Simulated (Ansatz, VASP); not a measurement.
## Two plane-wave programs on BN

POSCAR

```
BN
1.0
    2.5369300260      0.0000000000      0.0000000000
   -1.2684650130      2.1970458501      0.0000000000
    0.0000000000      0.0000000000      4.1959171737
B N
2 2
Direct
    0.6666666667      0.3333333333      0.0002721794
    0.3333333333      0.6666666667      0.5002721794
    0.6666666667      0.3333333333      0.3747278206
    0.3333333333      0.6666666667      0.8747278206
```

INCAR.step1

```
  PREC = Accurate
  ENCUT = 520
  EDIFF = 1E-5
  ISMEAR = 0
  SIGMA = 0.05
  LREAL = False
  LASPH = True
  NELM = 60
  ALGO = Normal
  ISIF = 2
  LWAVE = True
  NBANDS = 16
  GGA = PE
```

The input INCAR.step2:

```
  PREC = Accurate
  ENCUT = 520
  EDIFF = 1E-6
  ISMEAR = 0
  SIGMA = 0.05
  LREAL = False
  LASPH = True
  NELM = 60
  ALGO = Normal
  ISIF = 2
  LWAVE = False
  LCHARG = True
  GGA = PE
  LHFCALC = True
  AEXX = 0.4
  PRECFOCK = Normal
  LELF = True
  LVHAR = True
  NBANDS = 16
  ISTART = 1
```

The input KPOINTS:

```
regular mesh
0
Gamma
  6 6 4
```

Input for Ansatz:

```yaml
crystal:
  lattice:
    - [2.536930026, 0.0, 0.0]
    - [-1.268465013, 2.1970458501, 0.0]
    - [0.0, 0.0, 4.1959171737]
  atoms:
    - { symbol: B, position: [0.6666666667, 0.3333333333, 0.0002721794] }
    - { symbol: B, position: [0.3333333333, 0.6666666667, 0.5002721794] }
    - { symbol: "N", position: [0.6666666667, 0.3333333333, 0.3747278206] }
    - { symbol: "N", position: [0.3333333333, 0.6666666667, 0.8747278206] }
basis:
  ecutwfc: 420
  ecutrho_ratio: 4
kpoints:
  mp_grid: { grid: [6, 6, 4] }
hamiltonian:
  xc: { exchange: pbe, correlation: pbe, exx: { coeff: 0.4 } }
scf:
  occupations: { method: gaussian, width: 0.05 }
  n_extra_bands: 11
output:
  forces: true
  stress: true
  eigenvalues: true
  populations: true
  dos: { projected: true, de: 0.02 }
```

Alike in both runs: task single point; functional PBE-based global hybrid with a share of 0.4 of exact exchange; k mesh 6 × 6 × 4; occupations gaussian, width 0.05 eV; no spin polarisation.

|  | VASP | Ansatz |
| --- | --- | --- |
| version | VASP 6.6.1 | Ansatz 0.2.0 |
| potentials or method | VASP PAW PBE potentials, release 64 (B, N), cutoff 520 eV | scalar-relativistic, plane waves, PAW |
| valence electrons in the cell | 16 | 16 |

```tsv
	VASP	Ansatz	Ansatz less VASP
gap on the k mesh at the Fermi level (eV)	8.56	8.56	-0.005
least direct gap on the mesh (eV)	12.27	12.26	-0.008
pressure (GPa)	-5.7	-6.2	-0.51
traceless stress, the component that is largest in VASP (GPa)	-0.56	-0.51	+0.045
rms of the force components (eV/Å)	0.017	0.019	+0.0023
```

VASP's potentials were made for PBE, not for PBE-based global hybrid. Atom by atom the forces differ by 0.002 eV/Å (rms over components). The functional is the same, so the differences come from potentials, cutoffs and numerics. Ansatz's warnings: stress exchange threshold loose, stress scf threshold loose.

The k mesh is coarse, so the values compare programs but aren't converged.
